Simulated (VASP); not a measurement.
# C (P-1) in VASP: notebook

The runs below take C through single point, with PBEsol.

All numbers are computed with VASP 6.6.1; they aren't measurements. Logs are shortened: lines on timing, memory, paths and dates and some standing lists are left out, and cuts for length are marked.

### Step 1. The cell of the first run

The typed cell holds 2 atoms: a = 3.967 Å, b = 3.566 Å, c = 2.456 Å, α = 80.09°, β = 62.33°, γ = 37.59°.

### Step 2. Single point, PBEsol (atom 1 (C) moved by (-0.600, -0.300) A along [1 1 0] and z)

INCAR reads:

```
ALGO     = Normal         # electronic algorithm
EDIFF    = 1E-6           # SCF threshold, eV
ENCUT    = 520            # plane-wave cutoff, eV
GGA      = PS             # functional
ISIF     = 2              # what is computed and relaxed
ISMEAR   = 0              # smearing method
LASPH    = T              # aspherical terms in the spheres
LCHARG   = T              # write CHGCAR
LELF     = T              # ELF
LREAL    = F              # projectors in reciprocal space
LVHAR    = T            
LWAVE    = F              # write WAVECAR
NBANDS   = 11             # bands
NELM     = 80             # most SCF steps
PREC     = Accurate       # precision mode
SIGMA    = 0.05           # smearing width, eV
```

KPOINTS reads:

```
k-points
0
Gamma
  14 14 14
```

POSCAR reads:

```
C
1.0
    0.0000000000      2.1270000000      3.3480000000
    1.2280000000      0.0000000000      3.3480000000
    1.2280000000      2.1270000000      0.0000000000
C
2
Direct
    0.1948801156      0.7155141497     -0.0610060623
    0.8333300000      0.1666700000      0.8333300000
```

Potentials or basis: VASP PAW PBE potentials, release 64 (C).

Run with:

```bash
$ cat potpaw_PBE.64/C/POTCAR > POTCAR
$ mpirun -np 1 vasp_std > vasp.out
```

OUTCAR:

```text
EDIFF = 1E-6
   ENCUT = 520
   GGA = PS
   ISIF = 2
   ISMEAR = 0
   LASPH = T
   LREAL = F
   NELM = 80
   PREC = Accurate

 ion  position               nearest neighbor table
   1  0.195  0.716  0.939-   2 1.12   2 1.42   2 2.03
   2  0.833  0.167  0.833-   1 1.12   1 1.42   1 2.03

  LATTYP: Found a face centered orthorhombic cell.
 ALAT       =     2.4560000000
 B/A-ratio  =     1.7320846906
 C/A-ratio  =     2.7263843648

  Lattice vectors:

 A1 = (   0.0000000000,   2.1270000000,   3.3480000000)
 A2 = (   1.2280000000,   0.0000000000,   3.3480000000)
 A3 = (   1.2280000000,   2.1270000000,   0.0000000000)

Analysis of symmetry for initial positions (statically):
=====================================================================
 Subroutine PRICEL returns:
 Original cell was already a primitive cell.

 Routine SETGRP: Setting up the symmetry group for a
 face centered orthorhombic supercell.

 Subroutine GETGRP returns: Found  2 space group operations
 (whereof  1 operations were pure point group operations)
 out of a pool of  8 trial point group operations.

The static configuration has the point symmetry C_1 .
 The point group associated with its full space group is S_2 .

Analysis of symmetry for dynamics (positions and initial velocities):
=====================================================================
 Subroutine PRICEL returns:
 Original cell was already a primitive cell.

 Routine SETGRP: Setting up the symmetry group for a
 face centered orthorhombic supercell.

 Subroutine GETGRP returns: Found  2 space group operations
 (whereof  1 operations were pure point group operations)
 out of a pool of  8 trial point group operations.

The dynamic configuration has the point symmetry C_1 .
 The point group associated with its full space group is S_2 .

 Subroutine INISYM returns: Found  2 space group operations
 (whereof  1 operations are pure point group operations),
 and found     1 'primitive' translations

----------------------------------------------------------------------------------------

                                     Primitive cell

  volume of cell :      17.4897

  direct lattice vectors                    reciprocal lattice vectors
     0.000000000  2.127000000  3.348000000    -0.407166124  0.235072873  0.149342891
     1.228000000  0.000000000  3.348000000     0.407166124 -0.235072873  0.149342891
     1.228000000  2.127000000  0.000000000     0.407166124  0.235072873 -0.149342891

  length of vectors
     3.966513961  3.566102635  2.456036034     0.493301943  0.493301943  0.493301943

  position of ions in fractional coordinates (direct lattice)
     0.194880116  0.715514150  0.938993938
     0.833330000  0.166670000  0.833330000

  ion indices of the primitive-cell ions
   primitive index   ion index
                 1           1
                 2           2

----------------------------------------------------------------------------------------

 KPOINTS: k-points

Automatic generation of k-mesh.
 Grid dimensions read from file:
 generate k-points for:   14   14   14

 Generating k-lattice:

  Cartesian coordinates                     Fractional coordinates (reciprocal lattice)
    -0.029083295  0.016790919  0.010667349     0.071428571  0.000000000  0.000000000
     0.029083295 -0.016790919  0.010667349     0.000000000  0.071428571  0.000000000
     0.029083295  0.016790919 -0.010667349     0.000000000  0.000000000  0.071428571

  Length of vectors
     0.035235853  0.035235853  0.035235853

  Shift w.r.t. Gamma in fractional coordinates (k-lattice)
     0.000000000  0.000000000  0.000000000

 Subroutine IBZKPT returns following result:
 ===========================================

 Found   1376 irreducible k-points:

 Following reciprocal coordinates:
            Coordinates               Weight
  0.000000  0.000000  0.000000      1.000000
  0.071429  0.000000  0.000000      2.000000
 -0.071429 -0.071429 -0.071429      2.000000
  0.000000  0.000000  0.071429      2.000000
  0.000000  0.071429  0.000000      2.000000
  0.142857  0.000000  0.000000      2.000000
[... 16 lines left out ...]
 -0.428571 -0.428571 -0.428571      2.000000
  0.000000 -0.000000  0.428571      2.000000
 [... further k-points ...]
   k-points           NKPTS =   1376   k-points in BZ     NKDIM =   1376   number of bands    NBANDS=     11
   number of dos      NEDOS =    301   number of ions     NIONS =      2
   total plane-waves  NPLWV =  15120
   dimension x,y,z NGX =    30 NGY =   28 NGZ =   18
   dimension x,y,z NGXF=    60 NGYF=   56 NGZF=   36
   ions per type =               2
   NGX,Y,Z   is equivalent  to a cutoff of  12.57, 13.05, 12.18 a.u.
   NGXF,Y,Z  is equivalent  to a cutoff of  25.15, 26.11, 24.37 a.u.
 SYSTEM =  unknown system
   PREC   = accura    normal or accurate (medium, high low for compatibility)
   ISTART =      0    job   : 0-new  1-cont  2-samecut
   ICHARG =      2    charge: 1-file 2-atom 10-const
   ISPIN  =      1    spin polarized calculation?
   LNONCOLLINEAR =      F non collinear calculations
   LSORBIT =      F    spin-orbit coupling
   LASPH  =      T    aspherical Exc in radial PAW
   ENCUT  =  520.0 eV  38.22 Ry    6.18 a.u.   7.38  6.63  4.57*2*pi/ulx,y,z
   NELM   =     80;   NELMIN=  2; NELMDL= -5     # of ELM steps
   EDIFF  = 0.1E-05   stopping-criterion for ELM
   LREAL  =      F    real-space projection
   EDIFFG = 0.1E-04   stopping-criterion for IOM
   NSW    =      0    number of steps for IOM
   IBRION =     -1    ionic relax: 0-MD 1-quasi-New 2-CG
   NFREE  =      0    steps in history (QN), initial steepest desc. (CG)
   ISIF   =      2    stress and relaxation
   ISYM   =      2    0-nonsym 1-usesym 2-fastsym
   POTIM  = 0.5000    time-step for ionic-motion
   TEBEG  =    0.0;   TEEND  =   0.0 temperature during run
   PSTRESS=    0.0 pullay stress
   NELECT =       8.0000    total number of electrons
   NUPDOWN=      -1.0000    fix difference up-down
   EMIN   =  10.00;   EMAX   =-10.00  energy-range for DOS
   EFERMI =   0.00;   METHOD = LEGACY
   ISMEAR =     0;   SIGMA  =   0.05  broadening in eV -4-tet -1-fermi 0-gaus
   EFERMI_NEDOS =   21; number of points for ismear=-14 and -15
   IALGO  =     38    algorithm
   IMIX   =      4    mixing-type and parameters
     AMIX     =   0.40;   BMIX     =  1.00
     AMIX_MAG =   1.60;   BMIX_MAG =  1.00
  volume/ion in A,a.u.               =       8.74        59.01
  Fermi-wavevector in a.u.,A,eV,Ry     =   1.261376  2.383654 21.647797  1.591068
  Thomas-Fermi vector in A             =   2.394838
   LORBIT       =      0    0 simple, 1 ext, 2 COOP (PROOUT), +10 PAW based schemes
   GGA     = PS    functional components
   LHFCALC =     F    Hartree Fock is set to
   AEXX    =    0.0000 exact exchange contribution
   IVDW    =     0    specifies the selected vdW correction
   LEPSILON=     F    determine dielectric tensor
   LRPA    =     F    only Hartree local field effects (RPA)
 non-spin polarized calculation
 Gauss-broadening in eV      SIGMA  =   0.05
  energy-cutoff  :      520.00
  volume of cell :       17.49
 maximum number of plane-waves:       499
 NGX is ok and might be reduce to    30
   NGX = 15   NGY = 13   NGZ =  9

 number of electron       8.0000000 magnetization

 Free energy of the ion-electron system (eV)
  ---------------------------------------------------
  ext. energy  EPLUGINS =         0.00000000
  ---------------------------------------------------
  free energy    TOTEN  =       -14.30365366 eV

  energy without entropy =      -14.30271608  energy(sigma->0) =      -14.30318487

 E-fermi :   4.8206     XC(G=0): -10.6063

 val. band max:        4.8192748090   @ k =  -0.3571  -0.4286   0.0714
 cond. band min:       4.8209758594   @ k =   0.5000   0.4286   0.0714
 fundamental gap:      0.0017010504
 Fermi energy:         4.8206159126

 k-point     1 :       0.0000    0.0000    0.0000
  band No.  band energies     occupation
      1     -15.1093      2.00000
      2      -3.3810      2.00000
      3      -2.1975      2.00000
      4       5.0380      0.00000
      5       6.9969      0.00000
      6      12.2361      0.00000
      7      15.7643      0.00000
      8      18.4288      0.00000
      9      23.5133      0.00000
     10      23.6753      0.00000
     11      27.2517      0.00000

 k-point     2 :       0.0714    0.0000    0.0000
  band No.  band energies     occupation
      1     -14.9932      2.00000
      2      -3.5903      2.00000
      3      -2.0308      2.00000
      4       5.0002      0.00000
      5       7.0891      0.00000
      6      11.4285      0.00000
      7      15.9992      0.00000
      8      17.9894      0.00000
      9      23.4846      0.00000
     10      24.7128      0.00000
     11      27.1648      0.00000

 k-point     3 :      -0.0714   -0.0714   -0.0714
  band No.  band energies     occupation
      1     -14.9827      2.00000
      2      -3.4592      2.00000
      3      -2.1252      2.00000
      4       4.3833      2.00000
      5       7.1949      0.00000
      6      12.1904      0.00000
      7      15.9538      0.00000
      8      18.3341      0.00000
      9      23.2811      0.00000
     10      24.8801      0.00000
     11      26.2084      0.00000

 k-point     4 :       0.0000    0.0000    0.0714
  band No.  band energies     occupation
      1     -14.9828      2.00000
      2      -3.4575      2.00000
      3      -2.1272      2.00000
      4       4.3820      2.00000
      5       7.2039      0.00000
      6      12.1944      0.00000
      7      15.9123      0.00000
      8      18.3212      0.00000
      9      23.3538      0.00000
     10      24.8492      0.00000
     11      26.2340      0.00000

 k-point     5 :       0.0000    0.0714    0.0000
  band No.  band energies     occupation
      1     -14.9934      2.00000
      2      -3.5690      2.00000
      3      -2.0646      2.00000
      4       4.9996      0.00000
      5       7.1473      0.00000
      6      11.4238      0.00000
      7      15.8726      0.00000
      8      18.0208      0.00000
      9      23.5286      0.00000
     10      24.6611      0.00000
     11      27.3551      0.00000
[... 211 lines left out ...]
 k-point    21 :       0.0000    0.3571    0.0000
  band No.  band energies     occupation
      1     -12.4061      2.00000
      2      -6.8772      2.00000
      3       0.2961      2.00000
      4       4.3047      2.00000
      5       5.1261      0.00000
      6       7.5593      0.00000
      7      13.5559      0.00000
      8      19.7274      0.00000
      9      22.8291      0.00000
     10      25.2067      0.00000
     11      28.5547      0.00000

 k-point    22 :       0.4286    0.0000    0.0000
  band No.  band energies     occupation
      1     -11.4321      2.00000
      2      -7.9976      2.00000
      3       1.5486      2.00000
      4       3.6955      2.00000
      5       4.5482      2.00000
      6       5.8245      0.00000
      7      15.7747      0.00000
      8      20.4546      0.00000
      9      22.6187      0.00000
     10      24.1486      0.00000
     11      26.0857      0.00000

 k-point    23 :      -0.4286   -0.4286   -0.4286
  band No.  band energies     occupation
      1     -11.2002      2.00000
      2      -5.6065      2.00000
      3      -4.1235      2.00000
      4      -0.1603      2.00000
      5       9.7583      0.00000
      6      10.8922      0.00000
      7      15.1558      0.00000
      8      17.8850      0.00000
      9      21.3713      0.00000
     10      23.7829      0.00000
     11      25.2564      0.00000

 k-point    24 :       0.0000   -0.0000    0.4286
  band No.  band energies     occupation
      1     -11.2021      2.00000
      2      -5.5998      2.00000
      3      -4.1083      2.00000
      4      -0.2397      2.00000
      5      10.7624      0.00000
      6      11.3633      0.00000
      7      12.6456      0.00000
      8      18.4503      0.00000
      9      20.8544      0.00000
     10      24.5824      0.00000
     11      26.5027      0.00000

 [... further k-points ...]

------------------------ aborting loop because EDIFF is reached ----------------------------------------

  FORCE on cell =-STRESS in cart. coord.  units (eV):
  Direction    XX          YY          ZZ          XY          YZ          ZX
  --------------------------------------------------------------------------------------
  -------------------------------------------------------------------------------------
  Total        8.2899292     16.0273599      0.2584861     -2.2588421     -5.2014729      1.9847871
  in kB      759.4166277   1468.2204578     23.6791741   -206.9260419   -476.4920080    181.8206545
  external PRESSURE =     750.4387532 kB  Pullay stress =       0.0000000 kB

 VOLUME and BASIS-vectors are now :
 -----------------------------------------------------------------------------
  energy-cutoff  :      520.00
  volume of cell :       17.49
      direct lattice vectors                 reciprocal lattice vectors
     0.000000000  2.127000000  3.348000000    -0.407166124  0.235072873  0.149342891
     1.228000000  0.000000000  3.348000000     0.407166124 -0.235072873  0.149342891
     1.228000000  2.127000000  0.000000000     0.407166124  0.235072873 -0.149342891

 POSITION                                       TOTAL-FORCE (eV/Angst)
 -----------------------------------------------------------------------------------
      2.03174      2.41175      3.04800        -6.339047     17.634785     -1.347812
      1.22800      3.54499      3.34800         6.339047    -17.634785      1.347812
 -----------------------------------------------------------------------------------
    total drift:                                0.000002      0.000000      0.000001

  FREE ENERGIE OF THE ION-ELECTRON SYSTEM (eV)
  ---------------------------------------------------
  free  energy   TOTEN  =       -14.3036536627 eV

  energy  without entropy=      -14.3027160787  energy(sigma->0) =      -14.30318487
```

Wall time 2.6 min (1 thread of AMD EPYC 9R45 (Zen 5), shared host); peak memory 0.28 GiB.

Results:

- Free energy: -14.3037 eV
- Pressure: 75.0 GPa
- Largest force: 18.788 eV/Å
- Band gap on the k mesh: zero (bands 4 and 5 overlap by 1.79 eV)

Forces in eV/Å, atoms in the order of the input:
```
C    -6.339  17.635  -1.348
C     6.339 -17.635   1.348
```

Caveat: the cell differs from its parent crystal (atom 1 (C) moved by (-0.600, -0.300) A along [1 1 0] and z); the cell stands under pressure; the PAW data sets were made with another functional, which shifts forces and pressure a little.

### Step 3. Single point, PBEsol (atom 1 (C) moved by (-0.300, -0.600) A along [1 1 0] and z)

INCAR reads:

```
ALGO = Normal ; EDIFF = 1E-6
ENCUT = 520 ; GGA = PS
ISIF = 2 ; ISMEAR = 0
LASPH = T ; LCHARG = F
LREAL = F ; LWAVE = F
NBANDS = 11 ; NELM = 60
PREC = Accurate ; SIGMA = 0.05
```

KPOINTS is that of step 2.

Changes to POSCAR since step 2:

```diff
@@ -8,3 +8,3 @@
 Direct
-    0.1948801156      0.7155141497     -0.0610060623
+    0.1135707567      0.7072177738      0.1200362699
     0.8333300000      0.1666700000      0.8333300000
```

Potentials or basis: VASP PAW PBE potentials, release 64 (C).

Run with:

```bash
$ cat potpaw_PBE.64/C/POTCAR > POTCAR
$ mpirun -np 1 vasp_std > vasp.out
```

Wall time 2.3 min (1 thread of AMD EPYC 9R45 (Zen 5), shared host); peak memory 0.28 GiB.

Results (log left out):

- Free energy: -15.7286 eV
- Pressure: -2.2 GPa
- Largest force: 7.269 eV/Å
- Band gap on the k mesh: zero (bands 4 and 5 overlap by 4.68 eV)

Forces on the atoms (eV/Å):
```
C    0.965  4.143  5.894
C   -0.965 -4.143 -5.894
```

Stress tensor (GPa, compression positive):
```
 11.54   4.46  -4.39
  4.46  20.27 -20.94
 -4.39 -20.94 -38.55
```

Levels at points of the mesh, in eV from the Fermi level:
```csv
k point,band 1,band 2,band 3,band 4,band 5,band 6,band 7,band 8,band 9
"(0.00, 0.00, 0.00)",-18.90,-5.48,-3.27,-0.34,3.59,4.12,10.99,13.73,15.41
"(0.50, 0.00, 0.00)",-13.51,-12.07,-2.88,-1.40,-0.74,4.41,12.13,14.25,16.11
"(0.50, 0.50, 0.50)",-14.02,-10.19,-5.15,-2.63,0.69,6.93,9.84,13.61,13.96
"(0.00, 0.00, 0.50)",-14.02,-10.19,-5.12,-3.32,3.37,5.99,6.82,14.14,16.20
"(0.00, 0.50, 0.00)",-13.51,-12.07,-2.74,-2.52,1.01,4.28,8.78,15.95,18.29
"(0.50, 0.50, 0.00)",-18.51,-8.55,-3.17,3.14,4.01,5.74,10.43,13.11,14.67
"(0.50, 0.00, 0.50)",-13.29,-12.74,-2.67,-0.56,-0.25,5.81,10.89,11.49,14.74
"(0.00, 0.50, 0.50)",-13.06,-12.45,-2.73,-2.45,-1.55,5.90,13.27,15.26,16.53
```

Caveat: the cell differs from its parent crystal (atom 1 (C) moved by (-0.300, -0.600) A along [1 1 0] and z); this functional lacks dispersion, which binds the layers, so the pressure and a relaxed spacing across them are unreliable; the PAW data sets were made with another functional, which shifts forces and pressure a little.

(Part 1 of 2 ends here.)
